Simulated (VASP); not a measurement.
# CoO (Fm-3m) in VASP: notebook, part 2 of 2

VASP 6.6.1. The steps go on from the part before.

## (5) Single point, PBE, collinear spin, ferromagnetic start

The input, INCAR:

```
ALGO = Normal ; EDIFF = 1E-6
ENCUT = 700 ; GGA = PE
GGA_COMPAT = False ; ISIF = 2
ISMEAR = -1 ; ISPIN = 2
LASPH = True ; LCHARG = False
LMAXMIX = 4 ; LORBIT = 11
LREAL = False ; LWAVE = False
MAGMOM = 2.5 0 ; NBANDS = 22
NELM = 200 ; NUPDOWN = 2.5
PREC = Accurate ; SIGMA = 0.05
```

The input, KPOINTS:

```
k-points
0
Gamma
  9 9 9
```

The input, POSCAR:

```
CoO
1.0
    0.0000000000      2.1315000000      2.1315000000
    2.1315000000      0.0000000000      2.1315000000
    2.1315000000      2.1315000000      0.0000000000
Co O
1 1
Direct
    0.0000000000      0.0000000000      0.0000000000
    0.5000000000      0.5000000000      0.5000000000
```

Potentials or basis: VASP PAW PBE potentials, release 64 (Co_sv, O).

Launch:

```bash
> cat potpaw_PBE.64/Co_sv/POTCAR potpaw_PBE.64/O/POTCAR > POTCAR
> mpirun -np 1 vasp_std > vasp.out
```

OUTCAR:

```text
EDIFF = 1E-6
   ENCUT = 700
   GGA = PE
   ISIF = 2
   ISMEAR = -1
   ISPIN = 2
   LASPH = True
   LORBIT = 11
   LREAL = False
   NELM = 200
   NUPDOWN = 2.5
   PREC = Accurate

 ion  position               nearest neighbor table
   1  0.000  0.000  0.000-   2 2.13   2 2.13   2 2.13   2 2.13   2 2.13   2 2.13
   2  0.500  0.500  0.500-   1 2.13   1 2.13   1 2.13   1 2.13   1 2.13   1 2.13

  LATTYP: Found a face centered cubic cell.
 ALAT       =     4.2630000000

  Lattice vectors:

 A1 = (   0.0000000000,   2.1315000000,   2.1315000000)
 A2 = (   2.1315000000,   0.0000000000,   2.1315000000)
 A3 = (   2.1315000000,   2.1315000000,   0.0000000000)

Analysis of symmetry for initial positions (statically):
=====================================================================
 Subroutine PRICEL returns:
 Original cell was already a primitive cell.

 Routine SETGRP: Setting up the symmetry group for a
 face centered cubic supercell.

[... 799 lines left out ...]
      5     -11.0619      1.00000
      6       6.0137      1.00000
[... 589 lines left out ...]
     21      40.2373      0.00000
     22      40.2373      0.00000

 [... further k-points ...]

------------------------ aborting loop because EDIFF is reached ----------------------------------------

  FORCE on cell =-STRESS in cart. coord.  units (eV):
  Direction    XX          YY          ZZ          XY          YZ          ZX
  --------------------------------------------------------------------------------------
  -------------------------------------------------------------------------------------
  Total       -0.8197345     -0.8197345     -0.8197345      0.0000000      0.0000000     -0.0000000
  in kB      -67.8106326    -67.8106326    -67.8106326      0.0000000      0.0000000     -0.0000000
  external PRESSURE =     -67.8106326 kB  Pullay stress =       0.0000000 kB

 VOLUME and BASIS-vectors are now :
 -----------------------------------------------------------------------------
  energy-cutoff  :      700.00
  volume of cell :       19.37
      direct lattice vectors                 reciprocal lattice vectors
     0.000000000  2.131500000  2.131500000    -0.234576589  0.234576589  0.234576589
     2.131500000  0.000000000  2.131500000     0.234576589 -0.234576589  0.234576589
     2.131500000  2.131500000  0.000000000     0.234576589  0.234576589 -0.234576589

 POSITION                                       TOTAL-FORCE (eV/Angst)
 -----------------------------------------------------------------------------------
      0.00000      0.00000      0.00000        -0.000000      0.000000      0.000000
      2.13150      2.13150      2.13150         0.000000     -0.000000     -0.000000
 -----------------------------------------------------------------------------------
    total drift:                                0.000000      0.000000      0.000000

  FREE ENERGIE OF THE ION-ELECTRON SYSTEM (eV)
  ---------------------------------------------------
  free  energy   TOTEN  =       -13.1140181242 eV

  energy  without entropy=      -13.0707760691  energy(sigma->0) =      -13.09239710

 total charge

# of ion       s       p       d       tot
------------------------------------------
    1        2.139   6.059   6.699  14.897
    2        1.554   3.410   0.000   4.964
--------------------------------------------------
tot          3.693   9.469   6.699  19.861

 magnetization (x)

# of ion       s       p       d       tot
------------------------------------------
    1        0.013   0.010   2.203   2.226
    2        0.026   0.154   0.000   0.180
--------------------------------------------------
tot          0.039   0.163   2.203   2.406
```

OSZICAR:

```text
N       E                     dE             d eps       ncg     rms          rms(c)
DAV:   1     0.278134880685E+03    0.27813E+03   -0.14541E+04  3894   0.289E+03
DAV:   2    -0.265996865456E+01   -0.28079E+03   -0.26633E+03  4648   0.716E+02
DAV:   3    -0.155216230714E+02   -0.12862E+02   -0.12694E+02  4334   0.132E+02
DAV:   4    -0.156404970345E+02   -0.11887E+00   -0.11880E+00  3622   0.110E+01
DAV:   5    -0.156443149485E+02   -0.38179E-02   -0.38177E-02  4316   0.226E+00    0.147E+01
DAV:   6    -0.145478883823E+02    0.10964E+01   -0.19710E+01  4890   0.846E+01    0.249E+01
DAV:   7    -0.131168242056E+02    0.14311E+01   -0.69498E+00  4158   0.576E+01    0.824E+00
DAV:   8    -0.131245184454E+02   -0.76942E-02   -0.23273E-01  3810   0.479E+00    0.454E+00
DAV:   9    -0.131147773469E+02    0.97411E-02   -0.54143E-02  5398   0.364E+00    0.129E+00
DAV:  10    -0.131141828930E+02    0.59445E-03   -0.12055E-02  4624   0.214E+00    0.243E-01
DAV:  11    -0.131139761031E+02    0.20679E-03   -0.23596E-03  5014   0.720E-01    0.908E-02
DAV:  12    -0.131140096028E+02   -0.33500E-04   -0.16305E-04  3684   0.130E-01    0.500E-02
DAV:  13    -0.131140171504E+02   -0.75475E-05   -0.46131E-05  3976   0.806E-02    0.175E-02
DAV:  14    -0.131140181242E+02   -0.97381E-06   -0.26521E-06  3416   0.248E-02
   1 F= -.13114018E+02 E0= -.13092397E+02  d E =-.432421E-01  mag=     2.5000
```

It took 39 s on 1 thread of AMD EPYC 9R45 (Zen 5), shared host; peak memory 0.16 GiB.

What came out:

| Quantity | Value |
| --- | --- |
| Free energy | -13.1140 eV |
| Pressure | -6.8 GPa |
| Net moment | 2.50 μB per cell |
| Site moments | Co +2.23; O +0.18 μB |
| Valence electrons inside the program's atomic spheres | Co 14.90; O 4.96 |

Caveat: the cell stands under tension; the total moment is fixed, so each spin has its own Fermi level and the state may be an excited one; a cell with one magnetic atom can't hold antiferromagnetic order, which such compounds often take.

## (6) Single point, PBEsol+D4, collinear spin, ferromagnetic start

This run uses another cell than the first one, of 9.49 Å³/atom.

The input, INCAR:

```
PREC = Accurate
ENCUT = 1340
EDIFF = 1E-6
ISMEAR = -1
SIGMA = 0.05
LREAL = F
LASPH = T
NELM = 200
ALGO = Normal
ISIF = 2
LWAVE = F
LCHARG = F
ISPIN = 2
MAGMOM = 2 0
LORBIT = 11
LMAXMIX = 4
GGA = PS
IVDW = 13
NBANDS = 22
GGA_COMPAT = F
```

The input, KPOINTS:

```
regular mesh
0
Gamma
  11 11 11
```

The input, POSCAR:

```
CoO
1.0
    0.0000000000      2.1171941998      2.1171941998
    2.1171941998      0.0000000000      2.1171941998
    2.1171941998      2.1171941998      0.0000000000
Co O
1 1
Direct
    0.0000000000      0.0000000000      0.0000000000
    0.5000000000      0.5000000000      0.5000000000
```

Potentials or basis: VASP PAW PBE potentials, release 64 (Co_sv, O_h).

Launch:

```bash
> cat potpaw_PBE.64/Co_sv/POTCAR potpaw_PBE.64/O_h/POTCAR > POTCAR
> mpirun -np 1 vasp_std > vasp.out
```

Run time: 3.6 min. Hardware: 1 thread of Intel Xeon Platinum 8375C at 2.90GHz (Ice Lake), shared host; peak memory 0.32 GiB.

It converged, with:

```
Free energy                                           : -14.3841 eV
Pressure                                              : -10.3 GPa
Net moment                                            : 2.91 μB per cell
Site moments                                          : Co +2.50; O +0.24 μB
Valence electrons inside the program's atomic spheres : Co 14.88; O 3.32
Dispersion energy per atom                            : -0.160 eV
```

Levels at points of the mesh, in eV from the Fermi level:
Spin up:
```tsv
k point	band 11	band 12	band 13	band 14	band 15	band 16
(0.00, 0.00, 0.00)	-3.18	-3.18	-3.18	0.87	16.53	17.94
```
Spin down:
| k point | band 7 | band 8 | band 9 | band 10 | band 11 | band 12 | band 13 | band 14 |
| --- | --- | --- | --- | --- | --- | --- | --- | --- |
| (0.00, 0.00, 0.00) | -2.76 | -2.76 | -1.15 | -1.15 | -1.15 | -0.15 | -0.15 | 1.42 |

Caveat: the cell stands under tension; the PAW data sets were made with another functional, which shifts forces and pressure a little; a cell with one magnetic atom can't hold antiferromagnetic order, which such compounds often take; semilocal functionals often make such compounds metallic where correlation or magnetic order opens a gap, which also shifts bond lengths.

## (7) Overview

| level | potentials or basis | fixed moment (μB) | cell | k mesh | cutoff (eV) | smearing | grid for exact exchange (PRECFOCK) | share of exact exchange | gap on the mesh (eV) | pressure (GPa) | moment (μB) |
| --- | --- | --- | --- | --- | --- | --- | --- | --- | --- | --- | --- |
| PBE | VASP PAW PBE potentials, release 64 (Co_sv, O) | 4.0 | a = 3.014 Å, angles 60.0°, 2 atoms | 9 × 9 × 9 | 700 | fermi-dirac 0.05 eV | - | - | - | 21.3 | 4.00 |
| PBE0 | VASP PAW PBE potentials, release 64 (Co, O) | - | a = 2.953 Å, angles 60.0°, 2 atoms | 6 × 6 × 6 | 520 | fermi-dirac 0.05 eV | Normal | 0.25 | none | 4.0 | 3.00 |
| PBEsol | VASP PAW PBE potentials, release 64 (Co_sv, O) | - | a = 3.014 Å, angles 60.0°, 2 atoms | 9 × 9 × 9 | 700 | gaussian 0.05 eV | - | - | none | -11.8 | 2.99 |
| PBE | VASP PAW PBE potentials, release 64 (Co_sv, O) | 2.5 | a = 3.014 Å, angles 60.0°, 2 atoms | 9 × 9 × 9 | 700 | fermi-dirac 0.05 eV | - | - | - | -6.8 | 2.50 |
| PBEsol+D4 | VASP PAW PBE potentials, release 64 (Co_sv, O_h) | - | a = 2.994 Å, angles 60.0°, 2 atoms | 11 × 11 × 11 | 1340 | fermi-dirac 0.05 eV | - | - | none | -10.3 | 2.91 |

Alike in all rows: task single point; spin collinear, ferromagnetic start.

Caveats: some runs use coarse meshes; a cell with one magnetic atom can't hold antiferromagnetic order, which such compounds often take; the PAW data sets were made with another functional, which shifts forces and pressure a little (at least some runs); the cell stands under tension (at least some runs); the total moment is fixed, so each spin has its own Fermi level and the state may be an excited one (at least some runs); semilocal functionals often make such compounds metallic where correlation or magnetic order opens a gap, which also shifts bond lengths (at least some runs); the cell stands under pressure (at least some runs).

Absolute energies hang on the potentials; compare differences alone.
